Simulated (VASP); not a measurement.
# TaO5 (F-43m) in VASP: notebook, part 2 of 2

VASP 6.6.1. Earlier steps stand in the parts before.

**3. Single point, PBE**

This run uses another cell than the first one, of 10.62 Å³/atom, 1.296 times its volume.

The input, INCAR:

```
SYSTEM = TaO5
  ALGO = Normal
  EDIFF = 1E-6
  ENCUT = 520
  GGA = PE
  ISIF = 2
  ISMEAR = 0
  LASPH = .True.
  LCHARG = .False.
  LREAL = .False.
  LWAVE = .False.
  NBANDS = 30
  NELM = 60
  PREC = Accurate
  SIGMA = 0.1
```

The input, KPOINTS:

```
k-points
0
Gamma
  6 6 6
  0 0 0
```

The input, POSCAR:

```
TaO5
1.0
    0.0000000000      3.1703514800      3.1703514800
    3.1703514800      0.0000000000      3.1703514800
    3.1703514800      3.1703514800      0.0000000000
Ta O
1 5
Direct
    0.5000000000      0.5000000000      0.5000000000
    0.3719714300      0.8760095200      0.8760095200
    0.8760095200      0.8760095200      0.8760095200
    0.2500000000      0.2500000000      0.2500000000
    0.8760095200      0.8760095200      0.3719714300
    0.8760095200      0.3719714300      0.8760095200
```

Potentials or basis: VASP PAW PBE potentials, release 64 (Ta_pv, O).

The run is started by

```sh
cat potpaw_PBE.64/Ta_pv/POTCAR potpaw_PBE.64/O/POTCAR > POTCAR
mpirun -np 1 vasp_std > vasp.out
```

OUTCAR:

```text
SYSTEM = TaO5
   EDIFF = 1E-6
   ENCUT = 520
   GGA = PE
   ISIF = 2
   ISMEAR = 0
   LASPH = .True.
   LREAL = .False.
   NELM = 60
   PREC = Accurate

 ion  position               nearest neighbor table
   1  0.500  0.500  0.500-   2 2.63   5 2.63   6 2.63   3 2.63   3 2.63   3 2.63   2 2.63   2 2.63
                             5 2.63   6 2.63   5 2.63   6 2.63   4 2.75   4 2.75   4 2.75   4 2.75
   2  0.372  0.876  0.876-   1 2.63   1 2.63   1 2.63
   3  0.876  0.876  0.876-   1 2.63   1 2.63   1 2.63
   4  0.250  0.250  0.250-   1 2.75   1 2.75   1 2.75   1 2.75
   5  0.876  0.876  0.372-   1 2.63   1 2.63   1 2.63
   6  0.876  0.372  0.876-   1 2.63   1 2.63   1 2.63

  LATTYP: Found a face centered cubic cell.
 ALAT       =     6.3407029600

  Lattice vectors:

 A1 = (   0.0000000000,   3.1703514800,   3.1703514800)
 A2 = (   3.1703514800,   0.0000000000,   3.1703514800)
 A3 = (   3.1703514800,   3.1703514800,   0.0000000000)

Analysis of symmetry for initial positions (statically):
[... 5 lines left out ...]
 face centered cubic supercell.

 Subroutine GETGRP returns: Found 24 space group operations
 (whereof 24 operations were pure point group operations)
 out of a pool of 48 trial point group operations.

The static configuration has the point symmetry T_d .

Analysis of symmetry for dynamics (positions and initial velocities):
[... 5 lines left out ...]
 face centered cubic supercell.

 Subroutine GETGRP returns: Found 24 space group operations
 (whereof 24 operations were pure point group operations)
 out of a pool of 48 trial point group operations.

The dynamic configuration has the point symmetry T_d .

 Subroutine INISYM returns: Found 24 space group operations
 (whereof 24 operations are pure point group operations),
 and found     1 'primitive' translations

----------------------------------------------------------------------------------------

                                     Primitive cell

[... 109 lines left out ...]
     AMIX_MAG =   1.60;   BMIX_MAG =  1.00
  volume/ion in A,a.u.               =      10.62        71.68
  Fermi-wavevector in a.u.,A,eV,Ry     =   1.413249  2.670653 27.174548  1.997273
  Thomas-Fermi vector in A             =   2.534914
   LORBIT       =      0    0 simple, 1 ext, 2 COOP (PROOUT), +10 PAW based schemes
   GGA     = PE    functional components
   LHFCALC =     F    Hartree Fock is set to
   AEXX    =    0.0000 exact exchange contribution
   IVDW    =     0    specifies the selected vdW correction
   LEPSILON=     F    determine dielectric tensor
   LRPA    =     F    only Hartree local field effects (RPA)
 non-spin polarized calculation
 Gauss-broadening in eV      SIGMA  =   0.10
  energy-cutoff  :      520.00
  volume of cell :       63.73
 maximum number of plane-waves:      1736
 NGX is ok and might be reduce to    36
   NGX = 17   NGY = 17   NGZ = 17

 number of electron      41.0000017 magnetization

 Free energy of the ion-electron system (eV)
  ---------------------------------------------------
  ext. energy  EPLUGINS =         0.00000000
  ---------------------------------------------------
  free energy    TOTEN  =       -32.59444945 eV

  energy without entropy =      -32.55661237  energy(sigma->0) =      -32.57553091

 E-fermi :   2.6540     XC(G=0): -11.6159

 val. band max:        2.6482105567   @ k =   0.1667   0.1667   0.0000
 cond. band min:       2.6727773796   @ k =  -0.3333   0.1667   0.0000
 fundamental gap:      0.0245668229
 Fermi energy:         2.6539990300

 k-point     1 :       0.0000    0.0000    0.0000
  band No.  band energies     occupation
      1     -33.9809      2.00000
      2     -33.9809      2.00000
      3     -33.9809      2.00000
      4     -17.0398      2.00000
      5     -13.5331      2.00000
      6     -13.5331      2.00000
[... 517 lines left out ...]
     29       8.9813      0.00000
     30      13.7241      0.00000

------------------------ aborting loop because EDIFF is reached ----------------------------------------

  FORCE on cell =-STRESS in cart. coord.  units (eV):
  Direction    XX          YY          ZZ          XY          YZ          ZX
  --------------------------------------------------------------------------------------
  -------------------------------------------------------------------------------------
  Total      -14.2247272    -14.2247272    -14.2247272      0.0000000      0.0000000      0.0000000
  in kB     -357.6039405   -357.6039405   -357.6039405      0.0000000      0.0000000      0.0000000
  external PRESSURE =    -357.6039405 kB  Pullay stress =       0.0000000 kB

 VOLUME and BASIS-vectors are now :
 -----------------------------------------------------------------------------
  energy-cutoff  :      520.00
  volume of cell :       63.73
      direct lattice vectors                 reciprocal lattice vectors
     0.000000000  3.170351480  3.170351480    -0.157711220  0.157711220  0.157711220
     3.170351480  0.000000000  3.170351480     0.157711220 -0.157711220  0.157711220
     3.170351480  3.170351480  0.000000000     0.157711220  0.157711220 -0.157711220

 POSITION                                       TOTAL-FORCE (eV/Angst)
 -----------------------------------------------------------------------------------
      3.17035      3.17035      3.17035         0.000000      0.000000      0.000000
      5.55452      3.95654      3.95654        -0.404529      0.404529      0.404529
      5.55452      5.55452      5.55452        -0.404529     -0.404529     -0.404529
      1.58518      1.58518      1.58518         0.000000      0.000000      0.000000
      3.95654      3.95654      5.55452         0.404529      0.404529     -0.404529
      3.95654      5.55452      3.95654         0.404529     -0.404529      0.404529
 -----------------------------------------------------------------------------------
    total drift:                                0.000074      0.000074      0.000074

  FREE ENERGIE OF THE ION-ELECTRON SYSTEM (eV)
  ---------------------------------------------------
  free  energy   TOTEN  =       -32.5944494527 eV

  energy  without entropy=      -32.5566123695  energy(sigma->0) =      -32.57553091
```

stdout:

```text
POSCAR found type information on POSCAR TaO
 POSCAR found :  2 types and       6 ions
 scaLAPACK will be used
 LDA part: xc-table for (Slater+PW92), standard interpolation
 POSCAR, INCAR and KPOINTS ok, starting setup
 FFT: planning ... GRIDC
 FFT: planning ... GRID_SOFT
 FFT: planning ... GRID
 WAVECAR not read
 entering main loop
```

Run time: 32 s. Hardware: 1 thread of Intel Xeon Platinum 8488C (Sapphire Rapids), shared host; peak memory 0.21 GiB.

Results:

* Free energy: -32.5944 eV
* Pressure: -35.8 GPa
* Largest force: 0.701 eV/Å

Forces on the atoms (eV/Å):
```
Ta   0.000  0.000  0.000
O   -0.405  0.405  0.405
O   -0.405 -0.405 -0.405
O    0.000  0.000  0.000
O    0.405  0.405 -0.405
O    0.405 -0.405  0.405
```

Caveat: spin-orbit coupling is left out, which moves the levels of the heavy elements; an odd number of electrons without spin polarisation forces a metal; a magnetic or distorted state may lie lower.
